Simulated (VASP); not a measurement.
# KLi2H6: single point with PBE

The system is KLi2H6.

```
CELL_PARAMETERS angstrom
5.02099 0.00000 0.00000
-2.51049 4.34830 0.00000
0.00000 0.00000 9.06841
ATOMIC_POSITIONS crystal
K 0.00000 0.00000 0.37165
Li 0.33333 0.66667 0.65066
Li 0.66667 0.33333 0.65066
H 0.19895 0.00000 0.03090
H 0.00000 0.19895 0.03090
H 0.80105 0.80105 0.03090
H 0.80105 0.00000 0.03090
H 0.00000 0.80105 0.03090
H 0.19895 0.19895 0.03090
```

The cell was generated, and may not be a known phase.

```yaml
Program: VASP 6.6.1
Task: single point
Functional: PBE
Potentials_or_basis: VASP PAW PBE potentials, release 64 (K_sv, Li_sv, H)
Cutoff: 520 eV
k_mesh: 12 × 12 × 4
Occupations: gaussian, width 0.1 eV
Spin: no spin polarisation
```

```json
{
 "Largest force": "0.004 eV/Å",
 "Band gap on the k mesh": "zero (an odd number of electrons rules out a gap without spin polarisation)"
}
```

Forces in eV/Å, atoms in the order of the input:
```
K    0.000  0.000 -0.001
Li   0.000  0.000  0.001
Li   0.000  0.000  0.001
H   -0.004  0.000  0.000
H    0.002 -0.003  0.000
H    0.002  0.003  0.000
H    0.004  0.000  0.000
H   -0.002  0.003  0.000
H   -0.002 -0.003  0.000
```

Levels at points of the mesh, in eV from the Fermi level:
| k point | band 7 | band 8 | band 9 | band 10 | band 11 | band 12 | band 13 | band 14 | band 15 | band 16 |
| --- | --- | --- | --- | --- | --- | --- | --- | --- | --- | --- |
| (0.00, 0.00, 0.00) | -12.49 | -5.88 | -5.88 | -2.21 | -0.63 | 1.27 | 2.27 | 2.27 | 3.05 | 3.05 |
| (0.50, 0.00, 0.00) | -12.35 | -6.49 | -6.03 | -0.60 | -0.53 | 1.25 | 1.27 | 1.59 | 1.70 | 2.83 |
| (0.00, 0.00, 0.50) | -12.49 | -5.88 | -5.88 | -2.28 | -0.44 | 1.18 | 2.43 | 2.43 | 2.76 | 2.76 |
| (0.50, 0.00, 0.50) | -12.35 | -6.49 | -6.03 | -0.66 | -0.56 | 1.02 | 1.49 | 1.71 | 2.44 | 2.55 |

It took 4.1 min on 1 thread of Intel(R) Xeon(R) Platinum 8488C (Sapphire Rapids), with other jobs on the host, peak memory 0.44 GiB.
